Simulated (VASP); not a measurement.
Fe3Ge2, 5 atoms in the cell. Symmetry: P6mm, No. 183, hexagonal system. Conventional cell: a = 4.342 Å, b = 4.342 Å, c = 4.816 Å, α = 90.00°, β = 90.00°, γ = 120.00°. Within 3.1 Å of Fe (site symmetry 3m) lie 2 Ge at 2.38 to 2.44 Å and 6 Fe at 2.51 to 2.63 Å. Fe (site symmetry 6mm) has 6 Fe at 2.63 Å and 6 Ge at 2.97 Å within 3.5 Å. Ge (site symmetry 3m) has 5 Fe at 2.38 to 2.97 Å and 3 Ge at 2.51 Å within 3.1 Å. The cell was generated, and may not be a known phase.

| Quantity | Value |
| --- | --- |
| Program | VASP 6.6.1 |
| Task | single point |
| Functional | PBE |
| Potentials or basis | VASP PAW PBE potentials, release 64 (Fe_sv, Ge_d) |
| Cutoff | 690 eV |
| k mesh | 6 × 6 × 4 |
| Occupations | gaussian, width 0.1 eV |
| Spin | collinear spin, ferromagnetic start |
| Starting moments | [4.0, 4.0, 4.0, 0.0, 0.0] μB |
| Dipole correction | no |
| Further INCAR settings | ALGO = Normal; EDIFF = 1e-06; NBANDS = 50 |

Potentials or basis: VASP PAW PBE potentials, release 64 (Fe_sv, Ge_d).

The run is started by

```console
$ cat potpaw_PBE.64/Fe_sv/POTCAR potpaw_PBE.64/Ge_d/POTCAR > POTCAR
$ mpirun -np 1 vasp_std > vasp.out
```

Hardware: 1 thread of AMD EPYC 7R43 64-Core Processor (Zen 3) (shared host).

Q: Estimate the wall time of this run.

A: Wall time 14 min on 1 thread of AMD EPYC 7R43 64-Core Processor (Zen 3) (shared host), peak memory 0.36 GiB. Counts: scf iterations 19, k points 21.
